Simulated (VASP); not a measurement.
# Zr (P6_3/mmc) in VASP: notebook

Zr is run at these levels: PBE+D3(BJ); tasks: single point, relaxation of cell and atoms.

Everything below comes from runs of VASP 6.6.1. Logs are shortened: lines on timing, memory, paths and dates and some standing lists are left out, and cuts for length are marked.

## (1) The cell of the first run

It takes space group P6_3/mmc (No. 194, hexagonal). The conventional cell has a = 3.183 Å, b = 3.183 Å, c = 5.115 Å, α = 90.00°, β = 90.00°, γ = 120.00°. Zr (site symmetry -6m2) has 12 Zr at 3.15 to 3.18 Å within 4.1 Å.

## (2) Single point, PBE+D3(BJ)

File INCAR:

```
ALGO = Fast
EDIFF = 1E-7
ENCUT = 520
GGA = PE
ISIF = 2
ISMEAR = 0
IVDW = 12
LASPH = True
LCHARG = False
LREAL = False
LWAVE = False
NBANDS = 19
NELM = 100
PREC = Accurate
SIGMA = 0.1
```

File KPOINTS:

```
k-points
0
Gamma
  15 15 8
```

File POSCAR:

```
Zr
1.0
    3.1832123965      0.0000000000      0.0000000000
   -1.5916061982      2.7567428010      0.0000000000
    0.0000000000      0.0000000000      5.1151445511
Zr
2
Direct
    0.3333333333      0.6666666667      0.2500000000
    0.6666666667      0.3333333333      0.7500000000
```

Potentials or basis: VASP PAW PBE potentials, release 64 (Zr_sv).

Started as:

```
$ cat potpaw_PBE.64/Zr_sv/POTCAR > POTCAR
$ mpirun -np 1 vasp_std > vasp.out
```

OUTCAR:

```text
EDIFF = 1E-7
   ENCUT = 520
   GGA = PE
   ISIF = 2
   ISMEAR = 0
   IVDW = 12
   LASPH = True
   LREAL = False
   NELM = 100
   PREC = Accurate
 IVDW          = 12

 ion  position               nearest neighbor table
   1  0.333  0.667  0.250-   2 3.15   2 3.15   2 3.15   2 3.15   2 3.15   2 3.15
   2  0.667  0.333  0.750-   1 3.15   1 3.15   1 3.15   1 3.15   1 3.15   1 3.15

  LATTYP: Found a hexagonal cell.
 ALAT       =     3.1832123965
 C/A-ratio  =     1.6069127391

  Lattice vectors:

 A1 = (   3.1832123965,   0.0000000000,   0.0000000000)
 A2 = (  -1.5916061982,   2.7567428010,   0.0000000000)
 A3 = (   0.0000000000,   0.0000000000,   5.1151445511)

Analysis of symmetry for initial positions (statically):
=====================================================================
 Subroutine PRICEL returns:
 Original cell was already a primitive cell.

 Routine SETGRP: Setting up the symmetry group for a
 hexagonal supercell.

 Subroutine GETGRP returns: Found 24 space group operations
 (whereof 12 operations were pure point group operations)
 out of a pool of 24 trial point group operations.

The static configuration has the point symmetry D_3d.
 The point group associated with its full space group is D_6h.

Analysis of symmetry for dynamics (positions and initial velocities):
=====================================================================
 Subroutine PRICEL returns:
 Original cell was already a primitive cell.

 Routine SETGRP: Setting up the symmetry group for a
 hexagonal supercell.

 Subroutine GETGRP returns: Found 24 space group operations
 (whereof 12 operations were pure point group operations)
 out of a pool of 24 trial point group operations.

The dynamic configuration has the point symmetry D_3d.
 The point group associated with its full space group is D_6h.

 Subroutine INISYM returns: Found 24 space group operations
 (whereof 12 operations are pure point group operations),
 and found     1 'primitive' translations

----------------------------------------------------------------------------------------

                                     Primitive cell

  volume of cell :      44.8869

  direct lattice vectors                    reciprocal lattice vectors
     3.183212397  0.000000000  0.000000000     0.314148060  0.181373467  0.000000000
    -1.591606198  2.756742801  0.000000000     0.000000000  0.362746934  0.000000000
     0.000000000  0.000000000  5.115144551     0.000000000  0.000000000  0.195497896

  length of vectors
     3.183212397  3.183212396  5.115144551     0.362746934  0.362746934  0.195497896

  position of ions in fractional coordinates (direct lattice)
     0.333333333  0.666666667  0.250000000
     0.666666667  0.333333333  0.750000000

  ion indices of the primitive-cell ions
   primitive index   ion index
                 1           1
                 2           2

----------------------------------------------------------------------------------------

 KPOINTS: k-points

Automatic generation of k-mesh.
 Grid dimensions read from file:
 generate k-points for:   15   15    8

 Generating k-lattice:

  Cartesian coordinates                     Fractional coordinates (reciprocal lattice)
     0.020943204  0.012091564  0.000000000     0.066666667  0.000000000  0.000000000
     0.000000000  0.024183129  0.000000000     0.000000000  0.066666667  0.000000000
     0.000000000  0.000000000  0.024437237     0.000000000  0.000000000  0.125000000

  Length of vectors
     0.024183129  0.024183129  0.024437237

  Shift w.r.t. Gamma in fractional coordinates (k-lattice)
     0.000000000  0.000000000  0.000000000

 Subroutine IBZKPT returns following result:
 ===========================================

 Found    135 irreducible k-points:

 Following reciprocal coordinates:
            Coordinates               Weight
  0.000000  0.000000  0.000000      1.000000
  0.066667  0.000000  0.000000      6.000000
  0.133333  0.000000  0.000000      6.000000
  0.200000  0.000000  0.000000      6.000000
  0.266667  0.000000  0.000000      6.000000
  0.333333  0.000000  0.000000      6.000000
[... 16 lines left out ...]
  0.333333  0.200000  0.000000     12.000000
  0.400000  0.200000  0.000000      6.000000
 [... further k-points ...]
   k-points           NKPTS =    135   k-points in BZ     NKDIM =    135   number of bands    NBANDS=     19
   number of dos      NEDOS =    301   number of ions     NIONS =      2
   total plane-waves  NPLWV =  23040
   dimension x,y,z NGX =    24 NGY =   24 NGZ =   40
   dimension x,y,z NGXF=    48 NGYF=   48 NGZF=   80
   ions per type =               2
   NGX,Y,Z   is equivalent  to a cutoff of  12.53, 12.53, 13.00 a.u.
   NGXF,Y,Z  is equivalent  to a cutoff of  25.07, 25.07, 26.00 a.u.
 SYSTEM =  unknown system
   PREC   = accura    normal or accurate (medium, high low for compatibility)
   ISTART =      0    job   : 0-new  1-cont  2-samecut
   ICHARG =      2    charge: 1-file 2-atom 10-const
   ISPIN  =      1    spin polarized calculation?
   LNONCOLLINEAR =      F non collinear calculations
   LSORBIT =      F    spin-orbit coupling
   LASPH  =      T    aspherical Exc in radial PAW
   ENCUT  =  520.0 eV  38.22 Ry    6.18 a.u.   5.92  5.92  9.51*2*pi/ulx,y,z
   NELM   =    100;   NELMIN=  2; NELMDL= -5     # of ELM steps
   EDIFF  = 0.1E-06   stopping-criterion for ELM
   LREAL  =      F    real-space projection
   EDIFFG = 0.1E-05   stopping-criterion for IOM
   NSW    =      0    number of steps for IOM
   IBRION =     -1    ionic relax: 0-MD 1-quasi-New 2-CG
   NFREE  =      0    steps in history (QN), initial steepest desc. (CG)
   ISIF   =      2    stress and relaxation
   ISYM   =      2    0-nonsym 1-usesym 2-fastsym
   POTIM  = 0.5000    time-step for ionic-motion
   TEBEG  =    0.0;   TEEND  =   0.0 temperature during run
   PSTRESS=    0.0 pullay stress
   NELECT =      24.0000    total number of electrons
   NUPDOWN=      -1.0000    fix difference up-down
   EMIN   =  10.00;   EMAX   =-10.00  energy-range for DOS
   EFERMI =   0.00;   METHOD = LEGACY
   ISMEAR =     0;   SIGMA  =   0.10  broadening in eV -4-tet -1-fermi 0-gaus
   EFERMI_NEDOS =   21; number of points for ismear=-14 and -15
   IALGO  =     68    algorithm
   IMIX   =      4    mixing-type and parameters
     AMIX     =   0.40;   BMIX     =  1.00
     AMIX_MAG =   1.60;   BMIX_MAG =  1.00
  volume/ion in A,a.u.               =      22.44       151.46
  Fermi-wavevector in a.u.,A,eV,Ry     =   1.328736  2.510947 24.021616  1.765539
  Thomas-Fermi vector in A             =   2.457951
   LORBIT       =      0    0 simple, 1 ext, 2 COOP (PROOUT), +10 PAW based schemes
   GGA     = PE    functional components
   LHFCALC =     F    Hartree Fock is set to
   AEXX    =    0.0000 exact exchange contribution
   IVDW    =    12    specifies the selected vdW correction
   LEPSILON=     F    determine dielectric tensor
   LRPA    =     F    only Hartree local field effects (RPA)
 non-spin polarized calculation
 RMM-DIIS sequential band-by-band and
 Gauss-broadening in eV      SIGMA  =   0.10
  energy-cutoff  :      520.00
  volume of cell :       44.89
 maximum number of plane-waves:      1230
 NGX is ok and might be reduce to    24
   NGX = 11   NGY = 11   NGZ = 19

 number of electron      24.0000000 magnetization

 Free energy of the ion-electron system (eV)
  ---------------------------------------------------
  ext. energy  EPLUGINS =         0.00000000
  ---------------------------------------------------
  free energy    TOTEN  =       -17.02161917 eV

  energy without entropy =      -17.01164051  energy(sigma->0) =      -17.01662984

 E-fermi :   9.4281     XC(G=0): -11.2494

 val. band max:        9.4165887774   @ k =   0.3333   0.3333   0.5000
 cond. band min:       9.4361497568   @ k =   0.2000   0.1333   0.3750
 fundamental gap:      0.0195609794
 Fermi energy:         9.4280791102

 k-point     1 :       0.0000    0.0000    0.0000
  band No.  band energies     occupation
      1     -39.3570      2.00000
      2     -39.1831      2.00000
      3     -17.9386      2.00000
      4     -16.9631      2.00000
      5     -16.9631      2.00000
      6     -16.8272      2.00000
[... 11 lines left out ...]
     18      11.6794      0.00000
     19      14.0282      0.00000

 k-point     2 :       0.0667    0.0000    0.0000
  band No.  band energies     occupation
      1     -39.3510      2.00000
      2     -39.1804      2.00000
      3     -17.9233      2.00000
      4     -16.9982      2.00000
      5     -16.9744      2.00000
      6     -16.8489      2.00000
[... 11 lines left out ...]
     18      11.5616      0.00000
     19      14.1157      0.00000

 k-point     3 :       0.1333    0.0000    0.0000
  band No.  band energies     occupation
      1     -39.3338      2.00000
      2     -39.1730      2.00000
      3     -17.8789      2.00000
      4     -17.0975      2.00000
      5     -17.0057      2.00000
      6     -16.9500      2.00000
[... 11 lines left out ...]
     18      11.4537      0.00000
     19      14.3144      0.00000

 k-point     4 :       0.2000    0.0000    0.0000
  band No.  band energies     occupation
      1     -39.3078      2.00000
      2     -39.1628      2.00000
      3     -17.8091      2.00000
      4     -17.2434      2.00000
      5     -17.0940      2.00000
      6     -17.0500      2.00000
[... 11 lines left out ...]
     18      11.9940      0.00000
     19      14.5267      0.00000

 k-point     5 :       0.2667    0.0000    0.0000
  band No.  band energies     occupation
      1     -39.2765      2.00000
      2     -39.1522      2.00000
      3     -17.7205      2.00000
      4     -17.4102      2.00000
      5     -17.2527      2.00000
      6     -17.0990      2.00000
[... 11 lines left out ...]
     18      12.6964      0.00000
     19      14.6973      0.00000

 k-point     6 :       0.3333    0.0000    0.0000
  band No.  band energies     occupation
      1     -39.2445      2.00000
      2     -39.1440      2.00000
      3     -17.6224      2.00000
      4     -17.5682      2.00000
      5     -17.3988      2.00000
      6     -17.1443      2.00000
[... 11 lines left out ...]
     18      13.4924      0.00000
     19      14.8123      0.00000

 k-point     7 :       0.4000    0.0000    0.0000
  band No.  band energies     occupation
      1     -39.2167      2.00000
      2     -39.1402      2.00000
      3     -17.6905      2.00000
      4     -17.5288      2.00000
      5     -17.5098      2.00000
      6     -17.1789      2.00000
[... 11 lines left out ...]
     18      14.2771      0.00000
     19      14.8784      0.00000

 k-point     8 :       0.4667    0.0000    0.0000
  band No.  band energies     occupation
      1     -39.1995      2.00000
      2     -39.1401      2.00000
      3     -17.7569      2.00000
      4     -17.5694      2.00000
      5     -17.4643      2.00000
      6     -17.1975      2.00000
[... 256 lines left out ...]
 k-point    20 :       0.4000    0.1333    0.0000
  band No.  band energies     occupation
      1     -39.1906      2.00000
      2     -39.1407      2.00000
      3     -17.7182      2.00000
      4     -17.5359      2.00000
      5     -17.4302      2.00000
      6     -17.2701      2.00000
[... 11 lines left out ...]
     18      14.6161      0.00000
     19      15.9066      0.00000

 k-point    21 :       0.2000    0.2000    0.0000
  band No.  band energies     occupation
      1     -39.2364      2.00000
      2     -39.1424      2.00000
      3     -17.5971      2.00000
      4     -17.4844      2.00000
      5     -17.4603      2.00000
      6     -17.1618      2.00000
[... 11 lines left out ...]
     18      14.2768      0.00000
     19      14.4857      0.00000

 k-point    22 :       0.2667    0.2000    0.0000
  band No.  band energies     occupation
      1     -39.2095      2.00000
      2     -39.1396      2.00000
      3     -17.5873      2.00000
      4     -17.5042      2.00000
      5     -17.4980      2.00000
      6     -17.2409      2.00000
[... 11 lines left out ...]
     18      14.4486      0.00000
     19      15.1998      0.00000

 k-point    23 :       0.3333    0.2000    0.0000
  band No.  band energies     occupation
      1     -39.1878      2.00000
      2     -39.1410      2.00000
      3     -17.6569      2.00000
      4     -17.5042      2.00000
      5     -17.4199      2.00000
      6     -17.3154      2.00000
[... 11 lines left out ...]
     18      14.4218      0.00000
     19      15.9360      0.00000

 k-point    24 :       0.4000    0.2000    0.0000
  band No.  band energies     occupation
      1     -39.1784      2.00000
      2     -39.1432      2.00000
      3     -17.6812      2.00000
      4     -17.4992      2.00000
      5     -17.3789      2.00000
      6     -17.3495      2.00000
[... 11 lines left out ...]
     18      14.4118      0.00000
     19      16.1517      0.00000

 [... further k-points ...]

------------------------ aborting loop because EDIFF is reached ----------------------------------------

 Edisp (eV)   -1.09778

 E8    (eV) :    -0.5638

  FORCE on cell =-STRESS in cart. coord.  units (eV):
  Direction    XX          YY          ZZ          XY          YZ          ZX
  --------------------------------------------------------------------------------------
  -------------------------------------------------------------------------------------
  Total       0.00387     0.00387     0.00273     0.00000     0.00000     0.00000
  in kB       0.13804     0.13804     0.09761     0.00000     0.00000     0.00000
  external pressure =        0.12 kB  Pullay stress =        0.00 kB

 VOLUME and BASIS-vectors are now :
 -----------------------------------------------------------------------------
  energy-cutoff  :      520.00
  volume of cell :       44.89
      direct lattice vectors                 reciprocal lattice vectors
     3.183212397  0.000000000  0.000000000     0.314148060  0.181373467  0.000000000
    -1.591606198  2.756742801  0.000000000     0.000000000  0.362746934  0.000000000
     0.000000000  0.000000000  5.115144551     0.000000000  0.000000000  0.195497896

 POSITION                                       TOTAL-FORCE (eV/Angst)
 -----------------------------------------------------------------------------------
     -0.00000      1.83783      1.27879        -0.000000     -0.000000      0.000000
      1.59161      0.91891      3.83636         0.000000      0.000000      0.000000
 -----------------------------------------------------------------------------------
    total drift:                                0.000000     -0.000000      0.000000

  FREE ENERGIE OF THE ION-ELECTRON SYSTEM (eV)
  ---------------------------------------------------
  free  energy   TOTEN  =       -18.1193962120 eV

  energy  without entropy=      -18.1094175450  energy(sigma->0) =      -18.11440688
```

Run time: 5.8 min. Hardware: 1 thread of AMD EPYC 7R13, shared host; peak memory 0.2 GiB.

What came out:

```yaml
Free_energy: -18.1194 eV
Pressure: 0.0 GPa
Band_gap_on_the_k_mesh: zero (bands 12 and 13 overlap by 1.30 eV)
Dispersion_energy_per_atom: -0.549 eV
```

Levels at points of the mesh, in eV from the Fermi level:
```csv
k point,band 9,band 10,band 11,band 12,band 13,band 14,band 15,band 16
"(0.00, 0.00, 0.00)",-5.74,-3.15,0.86,0.86,0.93,1.22,1.57,1.57
"(0.00, 0.00, 0.50)",-4.01,-4.01,-0.02,-0.02,0.78,0.78,0.78,0.78
```

## (3) Relaxation of cell and atoms, PBE+D3(BJ)

This run uses another cell than the first one, of 23.28 Å³/atom.

File INCAR:

```
  ALGO = Fast
  EDIFF = 1E-6
  EDIFFG = -0.005
  ENCUT = 600
  GGA = PE
  IBRION = 2
  ISIF = 3
  ISMEAR = 0
  IVDW = 12
  LASPH = T
  LCHARG = F
  LREAL = F
  LWAVE = F
  NELM = 60
  NSW = 100
  PREC = Accurate
  SIGMA = 0.1
```

KPOINTS is that of step 2.

File POSCAR:

```
Zr
1.0
    3.2319982225      0.0000000000      0.0000000000
   -1.6159991112      2.7989925656      0.0000000000
    0.0000000000      0.0000000000      5.1470000000
Zr
2
Direct
    0.3333333333      0.6666666667      0.2500000000
    0.6666666667      0.3333333333      0.7500000000
```

Potentials or basis: VASP PAW PBE potentials, release 64 (Zr_sv).

Started as:

```
$ cat potpaw_PBE.64/Zr_sv/POTCAR > POTCAR
$ mpirun -np 1 vasp_std > vasp.out
```

Run time: 24 min. Hardware: 1 thread of AMD EPYC 7R13, shared host; peak memory 0.25 GiB.

The run converged. Its results:

```yaml
Free_energy: -18.1201 eV
Relaxed_volume: 22.46 Å³/atom
Relaxed_cell: a = 3.184 Å, b = 3.184 Å, c = 5.115 Å, α = 90.00°, β = 90.00°, γ = 120.00°
Space_group_after_relaxing_to_0.1_Å: P6_3/mmc (No. 194)
Energy_gained_by_relaxing: 9.0 meV/atom
Ionic_steps: 10
Pressure_after_relaxing: 0.0 GPa
Band_gap_on_the_k_mesh: zero (bands 12 and 13 overlap by 1.30 eV)
Dispersion_energy_per_atom: -0.549 eV
```

Step by step:
| step | energy change (eV) | largest force (eV/Å) | pressure (GPa) | volume (Å³) |
| --- | --- | --- | --- | --- |
| 1 | 0.0000 | 0.0000 | -3.33 | 46.56 |
| 2 | -0.0005 | 0.0000 | 3.67 | 43.38 |
| 3 | -0.0176 | 0.0000 | -0.02 | 44.93 |
| 4 | -0.0176 | 0.0000 | 0.12 | 44.90 |
| 5 | -0.0180 | 0.0000 | 0.06 | 44.88 |
| 6 | -0.0181 | 0.0000 | 0.06 | 44.88 |
| 7 | -0.0181 | 0.0000 | 0.07 | 44.88 |
| 8 | -0.0181 | 0.0000 | -0.09 | 44.94 |
| 9 | -0.0181 | 0.0000 | 0.04 | 44.90 |
| 10 | -0.0181 | 0.0000 | 0.02 | 44.91 |

Final structure:
```
CELL_PARAMETERS angstrom
3.18417 0.00000 0.00000
-1.59209 2.75758 0.00000
0.00000 0.00000 5.11496
ATOMIC_POSITIONS crystal
Zr 0.33333 0.66667 0.25000
Zr 0.66667 0.33333 0.75000
```

Levels at points of the mesh, in eV from the Fermi level:
| k point | band 9 | band 10 | band 11 | band 12 | band 13 | band 14 | band 15 | band 16 |
| --- | --- | --- | --- | --- | --- | --- | --- | --- |
| (0.00, 0.00, 0.00) | -5.74 | -3.15 | 0.86 | 0.86 | 0.93 | 1.22 | 1.57 | 1.57 |
| (0.00, 0.00, 0.50) | -4.00 | -4.00 | -0.02 | -0.02 | 0.78 | 0.78 | 0.78 | 0.78 |
